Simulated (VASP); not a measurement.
# Si2Ni in VASP: single point with PBEsol

Aim: the single point of Si2Ni with PBEsol.

Program: VASP 6.6.1. These are calculated values, not measurements. Logs are shortened: lines on timing, memory, paths and dates and some standing lists are left out, and cuts for length are marked.

### 1 The cell of the first run

The cell holds a slab with vacuum, 9 atoms: a = 3.812 Å, b = 3.812 Å, c = 23.739 Å, α = 90.00°, β = 90.00°, γ = 90.00°.

### 2 Single point, PBEsol

Input file INCAR:

```
SYSTEM = Si2Ni
PREC = Accurate
ENCUT = 520
EDIFF = 1E-7
ISMEAR = 0
SIGMA = 0.1
LREAL = .False.
LASPH = .True.
NELM = 100
ALGO = Normal
ISIF = 2
LWAVE = .False.
LCHARG = .True.
LDIPOL = .True.
IDIPOL = 3
DIPOL = 0.5 0.5 0.489
GGA = PS
LELF = .True.
LVHAR = .True.
LVACPOTAV = .True.
NBANDS = 37
```

Input file KPOINTS:

```
regular mesh
0
Gamma
  8 8 1
  0 0 0
```

Input file POSCAR:

```
Si2Ni
1.0
    3.8123023665      0.0000000000      0.0000000000
    0.0000000000      3.8123023665      0.0000000000
    0.0000000000      0.0000000000     23.7392621383
Si Ni
6 3
Direct
    0.5000000000      0.0000000000      0.3580566216
    0.0000000000      0.5000000000      0.3580566216
    0.0000000000      0.5000000000      0.4716113243
    0.5000000000      0.0000000000      0.4716113243
    0.5000000000      0.0000000000      0.5859575905
    0.0000000000      0.5000000000      0.5859575905
    0.5000000000      0.5000000000      0.4148339729
    0.0000000000      0.0000000000      0.5254109449
    0.5000000000      0.5000000000      0.6332842416
```

Potentials or basis: VASP PAW PBE potentials, release 64 (Si, Ni).

The run is started by

```console
cat potpaw_PBE.64/Si/POTCAR potpaw_PBE.64/Ni/POTCAR > POTCAR
mpirun -np 1 vasp_std > vasp.out
```

OUTCAR:

```text
SYSTEM = Si2Ni
   PREC = Accurate
   ENCUT = 520
   EDIFF = 1E-7
   ISMEAR = 0
   LREAL = .False.
   LASPH = .True.
   NELM = 100
   ISIF = 2
   GGA = PS

 ion  position               nearest neighbor table
   1  0.500  0.000  0.358-   7 2.33   7 2.33   4 2.70   2 2.70   2 2.70   2 2.70   2 2.70
   2  0.000  0.500  0.358-   7 2.33   7 2.33   3 2.70   1 2.70   1 2.70   1 2.70   1 2.70
   3  0.000  0.500  0.472-   8 2.29   8 2.29   7 2.33   7 2.33   2 2.70   4 2.70   4 2.70   4 2.70
                             4 2.70   6 2.71
   4  0.500  0.000  0.472-   8 2.29   8 2.29   7 2.33   7 2.33   1 2.70   3 2.70   3 2.70   3 2.70
                             3 2.70   5 2.71
   5  0.500  0.000  0.586-   9 2.21   9 2.21   8 2.39   8 2.39   6 2.70   6 2.70   6 2.70   6 2.70
                             4 2.71
   6  0.000  0.500  0.586-   9 2.21   9 2.21   8 2.39   8 2.39   5 2.70   5 2.70   5 2.70   5 2.70
                             3 2.71
   7  0.500  0.500  0.415-   1 2.33   2 2.33   1 2.33   2 2.33   3 2.33   4 2.33   4 2.33   3 2.33

   8  0.000  0.000  0.525-   3 2.29   4 2.29   3 2.29   4 2.29   5 2.39   6 2.39   6 2.39   5 2.39

   9  0.500  0.500  0.633-   5 2.21   6 2.21   5 2.21   6 2.21

  LATTYP: Found a simple tetragonal cell.
 ALAT       =     3.8123023665
 C/A-ratio  =     6.2270145062

  Lattice vectors:

 A1 = (   3.8123023665,   0.0000000000,   0.0000000000)
 A2 = (   0.0000000000,   3.8123023665,   0.0000000000)
 A3 = (   0.0000000000,   0.0000000000,  23.7392621383)

Analysis of symmetry for initial positions (statically):
=====================================================================
 Subroutine PRICEL returns:
 Original cell was already a primitive cell.

 Routine SETGRP: Setting up the symmetry group for a
 simple tetragonal supercell.

 Subroutine GETGRP returns: Found  8 space group operations
 (whereof  8 operations were pure point group operations)
 out of a pool of 16 trial point group operations.

The static configuration has the point symmetry C_4v.

Analysis of symmetry for dynamics (positions and initial velocities):
=====================================================================
 Subroutine PRICEL returns:
 Original cell was already a primitive cell.

 Routine SETGRP: Setting up the symmetry group for a
 simple tetragonal supercell.

 Subroutine GETGRP returns: Found  8 space group operations
 (whereof  8 operations were pure point group operations)
 out of a pool of 16 trial point group operations.

The dynamic configuration has the point symmetry C_4v.

 Subroutine INISYM returns: Found  8 space group operations
 (whereof  8 operations are pure point group operations),
 and found     1 'primitive' translations

[... 114 lines left out ...]
   EFERMI_NEDOS =   21; number of points for ismear=-14 and -15
   IALGO  =     38    algorithm
   IMIX   =      4    mixing-type and parameters
     AMIX     =   0.40;   BMIX     =  1.00
     AMIX_MAG =   1.60;   BMIX_MAG =  1.00
  volume/ion in A,a.u.               =      38.34       258.70
  Fermi-wavevector in a.u.,A,eV,Ry     =   0.882251  1.667212 10.590322  0.778367
  Thomas-Fermi vector in A             =   2.002857
   LORBIT       =      0    0 simple, 1 ext, 2 COOP (PROOUT), +10 PAW based schemes
   GGA     = PS    functional components
   LHFCALC =     F    Hartree Fock is set to
   AEXX    =    0.0000 exact exchange contribution
   IVDW    =     0    specifies the selected vdW correction
   LEPSILON=     F    determine dielectric tensor
   LRPA    =     F    only Hartree local field effects (RPA)
 non-spin polarized calculation
 Gauss-broadening in eV      SIGMA  =   0.10
  energy-cutoff  :      520.00
  volume of cell :      345.02
 maximum number of plane-waves:      9332
   NGX = 15   NGY = 15   NGZ = 89

 dipolmoment           0.000000      0.000000      0.059268 electrons x Angstroem

 number of electron      54.0000032 magnetization

 dipolmoment           0.000000      0.000000     -0.040936 electrons x Angstroem

 Free energy of the ion-electron system (eV)
  ---------------------------------------------------
  ext. energy  EPLUGINS =         0.00000000
  ---------------------------------------------------
  free energy    TOTEN  =       -53.57202013 eV

  energy without entropy =      -53.55510526  energy(sigma->0) =      -53.56356270

 E-fermi :   0.4413     XC(G=0):  -4.7951

 val. band max:        0.3690991704   @ k =   0.2500   0.2500   0.0000
 cond. band min:       0.4485373081   @ k =   0.5000   0.1250   0.0000
 fundamental gap:      0.0794381377
 Fermi energy:         0.4413476601

 k-point     1 :       0.0000    0.0000    0.0000
  band No.  band energies     occupation
      1     -12.6260      2.00000
      2     -11.1861      2.00000
      3      -9.5275      2.00000
      4      -6.1944      2.00000
      5      -5.8047      2.00000
      6      -5.2002      2.00000
[... 589 lines left out ...]
     36       5.5588      0.00000
     37       5.5588      0.00000

------------------------ aborting loop because EDIFF is reached ----------------------------------------

  FORCE on cell =-STRESS in cart. coord.  units (eV):
  Direction    XX          YY          ZZ          XY          YZ          ZX
  --------------------------------------------------------------------------------------
  -------------------------------------------------------------------------------------
  Total       -2.6177879     -2.6177879      0.2984210      0.0000000      0.0000000      0.0000000
  in kB      -12.1563484    -12.1563484      1.3857920      0.0000000      0.0000000      0.0000000
  external PRESSURE =      -7.6423016 kB  Pullay stress =       0.0000000 kB

 VOLUME and BASIS-vectors are now :
 -----------------------------------------------------------------------------
  energy-cutoff  :      520.00
  volume of cell :      345.02
      direct lattice vectors                 reciprocal lattice vectors
     3.812302366  0.000000000  0.000000000     0.262308680  0.000000000  0.000000000
     0.000000000  3.812302366  0.000000000     0.000000000  0.262308680  0.000000000
     0.000000000  0.000000000 23.739262138     0.000000000  0.000000000  0.042124308

 POSITION                                       TOTAL-FORCE (eV/Angst)
 -----------------------------------------------------------------------------------
      1.90615      0.00000      8.50000        -0.000000     -0.000000     -0.247466
      0.00000      1.90615      8.50000        -0.000000     -0.000000     -0.247466
      0.00000      1.90615     11.19570        -0.000000      0.000000     -0.161306
      1.90615      0.00000     11.19570         0.000000     -0.000000     -0.161306
      1.90615      0.00000     13.91020        -0.000000     -0.000000     -0.026574
      0.00000      1.90615     13.91020        -0.000000     -0.000000     -0.026574
      1.90615      1.90615      9.84785        -0.000000     -0.000000      0.809040
      0.00000      0.00000     12.47287        -0.000000     -0.000000      0.011010
      1.90615      1.90615     15.03370        -0.000000      0.000000      0.050641
 -----------------------------------------------------------------------------------
    total drift:                                0.000000      0.000000      0.002616

  FREE ENERGIE OF THE ION-ELECTRON SYSTEM (eV)
  ---------------------------------------------------
  free  energy   TOTEN  =       -53.5720201267 eV

  energy  without entropy=      -53.5551052647  energy(sigma->0) =      -53.56356270

 vacuum level on the upper side and lower side of the slab         4.708         5.218
```

OSZICAR:

```text
N       E                     dE             d eps       ncg     rms          rms(c)
DAV:   1     0.345210829254E+03    0.34521E+03   -0.20874E+04  1110   0.123E+03
DAV:   2    -0.268075527901E+02   -0.37202E+03   -0.35817E+03  1251   0.288E+02
DAV:   3    -0.586635899897E+02   -0.31856E+02   -0.31077E+02  1314   0.107E+02
[... 31 lines left out ...]
DAV:  35    -0.535720193485E+02   -0.53501E-06   -0.38346E-08   935   0.151E-03    0.464E-04
DAV:  36    -0.535720196016E+02   -0.25309E-06   -0.14024E-08   856   0.999E-04    0.354E-04
DAV:  37    -0.535720199450E+02   -0.34341E-06   -0.11441E-08   842   0.576E-04    0.257E-04
DAV:  38    -0.535720200689E+02   -0.12385E-06   -0.38232E-09   859   0.295E-04    0.186E-04
DAV:  39    -0.535720201267E+02   -0.57775E-07   -0.23967E-09   838   0.502E-04
   1 F= -.53572020E+02 E0= -.53563563E+02  d E =-.169149E-01
```

Wall time 5.4 min (1 thread of AMD EPYC 9R45 (Zen 5), shared host); peak memory 0.43 GiB.

What came out:

* Free energy: -53.5720 eV
* Largest force: 0.809 eV/Å
* Band gap on the k mesh: zero (bands 27 and 28 overlap by 2.09 eV)

Forces in eV/Å, atoms in the order of the input:
```
Si   0.000  0.000 -0.247
Si   0.000  0.000 -0.247
Si   0.000  0.000 -0.161
Si   0.000  0.000 -0.161
Si   0.000  0.000 -0.027
Si   0.000  0.000 -0.027
Ni   0.000  0.000  0.809
Ni   0.000  0.000  0.011
Ni   0.000  0.000  0.051
```

Levels at points of the mesh, in eV from the Fermi level:
| k point | band 24 | band 25 | band 26 | band 27 | band 28 | band 29 |
| --- | --- | --- | --- | --- | --- | --- |
| (0.00, 0.00, 0.00) | -0.75 | -0.55 | 0.06 | 0.38 | 0.69 | 1.10 |
| (0.50, 0.00, 0.00) | -1.00 | -0.54 | -0.46 | 0.34 | 1.25 | 1.46 |
| (0.50, 0.50, 0.00) | -1.76 | -1.59 | -1.59 | -1.55 | -1.31 | -1.31 |

Caveat: the PAW data sets were made with another functional, which shifts forces and pressure a little. Spin polarisation is off, so any magnetic state and its effect on volume and gap are missing.

The gap in the log of VASP goes by the Fermi energy; the results here count the filled bands.